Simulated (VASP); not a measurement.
Here is a VASP 6.6.1 calculation.

Contents of INCAR:

```
PREC     = Accurate       # precision mode
ENCUT    = 520            # plane-wave cutoff, eV
EDIFF    = 1E-6           # SCF threshold, eV
ISMEAR   = -1             # smearing method
SIGMA    = 0.08           # smearing width, eV
LREAL    = False          # projectors in reciprocal space
LASPH    = True           # aspherical terms in the spheres
NELM     = 100            # most SCF steps
ALGO     = Normal         # electronic algorithm
ISIF     = 2              # what is computed and relaxed
LWAVE    = False          # write WAVECAR
LCHARG   = True           # write CHGCAR
GGA      = PE             # functional
LELF     = True           # ELF
LVHAR    = True         
NBANDS   = 13             # bands
```

Contents of KPOINTS:

```
regular mesh
0
Gamma
  17 17 9
```

POSCAR

```
O
1.0
    2.5016497834      0.0000000000      0.0000000000
   -1.2508248917      2.1664922638      0.0000000000
    0.0000000000      0.0000000000      2.5565058331
O
2
Direct
    0.3333333333      0.6666666667      0.2500000000
    0.6666666667      0.3333333333      0.7500000000
```

Potentials or basis: VASP PAW PBE potentials, release 64 (O).

Run with:

```console
$ cat potpaw_PBE.64/O/POTCAR > POTCAR
$ mpirun -np 1 vasp_std > vasp.out
```

(1) What does it give for the band gap on the k mesh?

(2) Estimate the pressure.

Answers

(1) zero (bands 6 and 7 overlap by 2.18 eV).

(2) 34.1 GPa.

Caveat: the cell stands under pressure.
